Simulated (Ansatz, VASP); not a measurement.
**P: VASP beside Ansatz**

The input INCAR:

```
SYSTEM = P
ALGO = Normal
EDIFF = 1E-6
ENCUT = 520
GGA = PE
ISIF = 2
ISMEAR = 0
LASPH = .TRUE.
LCHARG = .FALSE.
LREAL = .FALSE.
LWAVE = .FALSE.
NBANDS = 18
NELM = 100
PREC = Accurate
SIGMA = 0.01
```

The input KPOINTS:

```
k-points
0
G
  6 6 6
  0 0 0
```

POSCAR

```
P
1.0
    1.6582000000     -5.2420000000      0.0000000000
    1.6582000000      5.2420000000      0.0000000000
    0.0000000000      0.0000000000      4.3793000000
P
4
Direct
    0.8983800000      0.1016200000      0.0806800000
    0.6016200000      0.3983800000      0.5806800000
    0.1016200000      0.8983800000      0.9193200000
    0.3983800000      0.6016200000      0.4193200000
```

Input for Ansatz:

```yaml
crystal:
  lattice:
    - [1.6582, -5.242, 0.0]
    - [1.6582, 5.242, 0.0]
    - [0.0, 0.0, 4.3793]
  atoms:
    - { symbol: P, position: [0.89838, 0.10162, 0.08068] }
    - { symbol: P, position: [0.60162, 0.39838, 0.58068] }
    - { symbol: P, position: [0.10162, 0.89838, 0.91932] }
    - { symbol: P, position: [0.39838, 0.60162, 0.41932] }
kpoints:
  mp_grid:
    grid: [6, 6, 6]
  band_path:
    path:
      - [0.0, 0.0, 0.0]
      - [0.0, 0.5, 0.0]
      - [0.0, 0.5, 0.5]
      - [0.0, 0.0, 0.5]
      - [-0.5, 0.5, 0.5]
    npoints: 6
hamiltonian:
  xc: pbe
scf:
  n_extra_bands: 6
  occupations:
    method: fixed
```

Alike in both runs: task single point; functional PBE; k mesh 6 × 6 × 6; no spin polarisation.

```csv
,VASP,Ansatz
version,VASP 6.6.1,Ansatz 0.2.0
potentials or method,"VASP PAW PBE potentials, release 64 (P)","plane waves, PAW"
plane-wave cutoff (eV),520,420
occupations,"gaussian, width 0.01 eV",fixed
valence electrons in the cell,20,20
```

```csv
,VASP,Ansatz,Ansatz less VASP
gap on the k mesh at the Fermi level (eV),0.13,0.12,-0.006
```
